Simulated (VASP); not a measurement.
## NiO2: single point with LDA+U

NiO2:

```xyz
3
Lattice="1.4021 0.8095 6.9743 -1.4021 0.8095 6.9743 0.0000 -1.6190 6.9743" Properties=species:S:1:pos:R:3 pbc="T T T"
Ni    0.0000    0.0000    0.0000
O     0.0000    0.0000   12.9975
O     0.0000    0.0000    7.9254
```

```yaml
Program: VASP 6.6.1
Task: single point
Functional: LDA
Potentials_or_basis: VASP PAW LDA potentials, release 64 (Ni, O)
Cutoff: 600 eV
k_mesh: 9 × 9 × 9
Occupations: fermi-dirac, width 0.1 eV
Spin: collinear spin, ferromagnetic start
Starting_moments: "[1.0, 0.0, 0.0] μB"
Hubbard_terms: Ni d U = 5.0 eV
```

The pressure is -12.0 GPa, the largest force is 1.236 eV/Å and the band gap on the k mesh is 1.77 eV (least direct gap 1.78 eV). The net moment is 0.00 μB per cell and the valence electrons inside the program's atomic spheres are Ni 9.64; O 4.87.

Forces on the atoms (eV/Å):
```
Ni   0.000  0.000  0.000
O    0.000  0.000  1.236
O    0.000  0.000 -1.236
```

Stress tensor (GPa, compression positive):
```
-13.94   0.00   0.00
  0.00 -13.94   0.00
  0.00   0.00  -8.23
```

Levels at points of the mesh, in eV from the valence-band top:
Spin up:
```csv
k point,band 8,band 9,band 10,band 11,band 12,band 13,band 14,band 15
"(0.00, 0.00, 0.00)",-0.56,-0.54,-0.23,-0.23,2.83,2.83,7.71,10.97
```
Spin down:
```tsv
k point	band 9	band 10	band 11	band 12	band 13	band 14
(0.00, 0.00, 0.00)	-0.54	-0.23	-0.23	2.83	2.83	7.71
```

Eigenvalues of the final occupation matrices:
```tsv
site	spin	trace	eigenvalues
site 1 d	1	4.19	0.61 0.61 0.99 0.99 0.99
site 1 d	2	4.19	0.61 0.61 0.99 0.99 0.99
```

It took 21 min on 1 thread of Intel(R) Xeon(R) Platinum 8259CL CPU @ 2.50GHz (Skylake/Cascade Lake), with other jobs on the host, peak memory 0.48 GiB.

Caveat: the stress differs along the axes, from -14 to -8 GPa; the moments typed at the start vanished in this run; forces of over 1 eV/Å act on the atoms, so gaps and moduli don't describe the material at rest. The state reached can hang on the start; a lower one may exist.
